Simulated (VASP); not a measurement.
A run of VASP 6.6.1 is set up as follows.

File INCAR:

```
SYSTEM = YN
PREC = Accurate
ENCUT = 520
EDIFF = 1E-8
ISMEAR = -1
SIGMA = 0.03
LREAL = .False.
LASPH = .True.
NELM = 120
ALGO = Normal
ISIF = 2
LWAVE = .False.
LCHARG = .False.
GGA = CA
LEFG = .True.
NBANDS = 15
GGA_COMPAT = .False.
```

Contents of KPOINTS:

```
Automatic mesh
0
Gamma
  11 11 11
  0 0 0
```

The input POSCAR:

```
YN
1.0
    0.0000000000      2.4385000000      2.4385000000
    2.4385000000      0.0000000000      2.4385000000
    2.4385000000      2.4385000000      0.0000000000
Y N
1 1
Direct
    0.0000000000      0.0000000000      0.0000000000
    0.5000000000      0.5000000000      0.5000000000
```

Potentials or basis: VASP PAW LDA potentials, release 64 (Y_sv, N).

Run with:

```console
$ cat potpaw_LDA.64/Y_sv/POTCAR potpaw_LDA.64/N/POTCAR > POTCAR
$ mpirun -np 1 vasp_std > vasp.out
```

Q: Estimate the pressure.

A: -5.8 GPa.

Q: What does it give for the band gap on the k mesh?

A: 0.12 eV (least direct gap 0.51 eV).

Caveat: the cell stands under tension; an odd mesh through Γ misses points on the zone boundary, where band edges can lie.
